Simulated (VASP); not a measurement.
# Y (I4/mmm) in VASP: notebook, part 2 of 2

VASP 6.6.1. The steps go on from the part before.

## Step 6: Single point, PBEsol (strain -0.080 along x and y, +0.080 along z)

Contents of INCAR:

```
ALGO = Fast ; EDIFF = 1E-6
ENCUT = 520 ; GGA = PS
ISIF = 2 ; ISMEAR = 0
LASPH = True ; LCHARG = False
LREAL = False ; LWAVE = False
NBANDS = 12 ; NELM = 100
PREC = Accurate ; SIGMA = 0.15
```

Contents of KPOINTS:

```
k-points
0
Gamma
  16 16 16
```

Contents of POSCAR:

```
Y
1.0
    0.0000000000      2.2862000000      2.6838000000
    2.2862000000      0.0000000000      2.6838000000
    2.2862000000      2.2862000000      0.0000000000
Y
1
Direct
    0.0000000000      0.0000000000      0.0000000000
```

Potentials or basis: VASP PAW PBE potentials, release 64 (Y_sv).

Run with:

```
$ cat potpaw_PBE.64/Y_sv/POTCAR > POTCAR
$ mpirun -np 1 vasp_std > vasp.out
```

OUTCAR:

```text
EDIFF = 1E-6
   ENCUT = 520
   GGA = PS
   ISIF = 2
   ISMEAR = 0
   LASPH = True
   LREAL = False
   NELM = 100
   PREC = Accurate

 ion  position               nearest neighbor table
   1  0.000  0.000  0.000-

  LATTYP: Found a body centered tetragonal cell.
 ALAT       =     3.2331750463
 C/A-ratio  =     1.6601637471

  Lattice vectors:

 A1 = (  -2.2862000000,   0.0000000000,   2.6838000000)
 A2 = (   2.2862000000,   0.0000000000,   2.6838000000)
 A3 = (   0.0000000000,   2.2862000000,  -2.6838000000)

Analysis of symmetry for initial positions (statically):
=====================================================================
 Subroutine PRICEL returns:
 Original cell was already a primitive cell.

 Routine SETGRP: Setting up the symmetry group for a
 body centered tetragonal supercell.

 Subroutine GETGRP returns: Found 16 space group operations
 (whereof 16 operations were pure point group operations)
 out of a pool of 16 trial point group operations.

The static configuration has the point symmetry D_4h.

Analysis of symmetry for dynamics (positions and initial velocities):
=====================================================================
 Subroutine PRICEL returns:
 Original cell was already a primitive cell.

 Routine SETGRP: Setting up the symmetry group for a
 body centered tetragonal supercell.

 Subroutine GETGRP returns: Found 16 space group operations
 (whereof 16 operations were pure point group operations)
 out of a pool of 16 trial point group operations.

The dynamic configuration has the point symmetry D_4h.

 Subroutine INISYM returns: Found 16 space group operations
 (whereof 16 operations are pure point group operations),
 and found     1 'primitive' translations

----------------------------------------------------------------------------------------

                                     Primitive cell

[... 110 lines left out ...]
  Fermi-wavevector in a.u.,A,eV,Ry     =   1.198219  2.264306 19.534275  1.435729
  Thomas-Fermi vector in A             =   2.334114
   LORBIT       =      0    0 simple, 1 ext, 2 COOP (PROOUT), +10 PAW based schemes
   GGA     = PS    functional components
   LHFCALC =     F    Hartree Fock is set to
   AEXX    =    0.0000 exact exchange contribution
   IVDW    =     0    specifies the selected vdW correction
   LEPSILON=     F    determine dielectric tensor
   LRPA    =     F    only Hartree local field effects (RPA)
 non-spin polarized calculation
 RMM-DIIS sequential band-by-band and
 Gauss-broadening in eV      SIGMA  =   0.15
  energy-cutoff  :      520.00
  volume of cell :       28.05
 maximum number of plane-waves:       769
 NGX is ok and might be reduce to    28
   NGX = 13   NGY = 13   NGZ = 13

 number of electron      11.0000000 magnetization

 Free energy of the ion-electron system (eV)
  ---------------------------------------------------
  ext. energy  EPLUGINS =         0.00000000
  ---------------------------------------------------
  free energy    TOTEN  =        -6.72160027 eV

  energy without entropy =       -6.70439255  energy(sigma->0) =       -6.71299641

 E-fermi :   3.7174     XC(G=0): -10.1668

 val. band max:        3.7135445291   @ k =   0.5000   0.2500   0.0625
 cond. band min:       3.7174320960   @ k =  -0.2500   0.0625   0.3125
 fundamental gap:      0.0038875669
 Fermi energy:         3.7173934151

 k-point     1 :       0.0000    0.0000    0.0000
  band No.  band energies     occupation
      1     -38.5704      2.00000
      2     -18.1589      2.00000
      3     -18.1096      2.00000
      4     -18.1096      2.00000
      5      -1.2233      2.00000
      6       4.6966      0.00000
      7       6.3265      0.00000
      8       6.3265      0.00000
      9       6.6293      0.00000
     10       9.1264      0.00000
     11      13.4361      0.00000
     12      14.8467      0.00000
[... 331 lines left out ...]
 k-point    24 :      -0.0625    0.0625    0.0000
  band No.  band energies     occupation
      1     -38.5551      2.00000
      2     -18.2403      2.00000
      3     -18.1749      2.00000
      4     -18.1061      2.00000
      5      -0.8849      2.00000
      6       4.9257      0.00000
      7       5.7471      0.00000
      8       6.4689      0.00000
      9       6.7939      0.00000
     10       8.6791      0.00000
     11      14.1259      0.00000
     12      15.4204      0.00000

 [... further k-points ...]
[... 5 lines left out ...]
  --------------------------------------------------------------------------------------
  -------------------------------------------------------------------------------------
  Total        1.0815182      1.0815182      0.0585948      0.0000000      0.0000000     -0.0000000
  in kB       61.7640571     61.7640571      3.3462693      0.0000000      0.0000000     -0.0000000
  external PRESSURE =      42.2914611 kB  Pullay stress =       0.0000000 kB

 VOLUME and BASIS-vectors are now :
 -----------------------------------------------------------------------------
  energy-cutoff  :      520.00
  volume of cell :       28.05
      direct lattice vectors                 reciprocal lattice vectors
     0.000000000  2.286200000  2.683800000    -0.218703526  0.218703526  0.186303003
     2.286200000  0.000000000  2.683800000     0.218703526 -0.218703526  0.186303003
     2.286200000  2.286200000  0.000000000     0.218703526  0.218703526 -0.186303003

 POSITION                                       TOTAL-FORCE (eV/Angst)
 -----------------------------------------------------------------------------------
      0.00000      0.00000      0.00000        -0.000000      0.000000     -0.000000
 -----------------------------------------------------------------------------------
    total drift:                                0.000000     -0.000000     -0.000000

  FREE ENERGIE OF THE ION-ELECTRON SYSTEM (eV)
  ---------------------------------------------------
  free  energy   TOTEN  =        -6.7216002698 eV

  energy  without entropy=       -6.7043925450  energy(sigma->0) =       -6.71299641
```

Wall time 60 s (1 thread of Intel Xeon 6975P-C (Granite Rapids), shared host); peak memory 0.27 GiB.

What came out:

| Property | Result |
| --- | --- |
| Free energy | -6.7216 eV |
| Pressure | 4.2 GPa |
| Band gap on the k mesh | zero (an odd number of electrons rules out a gap without spin polarisation) |

Levels at points of the mesh, in eV from the Fermi level:
```
           k point  band 3  band 4  band 5  band 6  band 7  band 8
(0.00, 0.00, 0.00)  -21.83  -21.83   -4.94    0.98    2.61    2.61
(0.50, 0.00, 0.00)  -22.05  -21.85   -2.16    0.98    1.20    2.58
(0.50, 0.50, 0.00)  -22.01  -22.01   -2.20   -0.94    1.53    6.35
(0.50, 0.00, 0.50)  -22.42  -22.08   -2.10   -1.14    3.62    5.52
```

Caveat: the cell differs from its parent crystal (strain -0.080 along x and y, +0.080 along z); the stress differs along the axes, from 0 to 6 GPa; the PAW data sets were made with another functional, which shifts forces and pressure a little.

## Step 7: Overview

```tsv
cell	gap on the mesh (eV)	pressure (GPa)
a = 3.658, b = 3.658, c = 3.795 Å, angles 58.7, 58.7, 62.5°, 1 atom	none	-4.9
a = 3.377, b = 3.377, c = 3.233 Å, angles 61.4, 61.4, 57.2°, 1 atom	none	9.1
a = 3.304, b = 3.304, c = 3.374 Å, angles 59.3, 59.3, 61.4°, 1 atom	none	9.1
a = 3.450, b = 3.450, c = 3.233 Å, angles 62.1, 62.1, 55.9°, 1 atom	none	6.5
a = 3.526, b = 3.526, c = 3.233 Å, angles 62.7, 62.7, 54.6°, 1 atom	none	4.2
```

Alike in all rows: task single point; level PBEsol; potentials or basis VASP PAW PBE potentials, release 64 (Y_sv); no spin polarisation; k mesh 16 × 16 × 16; cutoff (eV) 520; smearing gaussian 0.15 eV.

Caveats: the PAW data sets were made with another functional, which shifts forces and pressure a little; the cell stands under pressure (at least some runs); the cell stands under tension (at least some runs); the stress differs along the axes, from 0 to 6 GPa (at least some runs).

Total energies depend on the potentials used, so only differences within one code and one set of settings carry meaning.
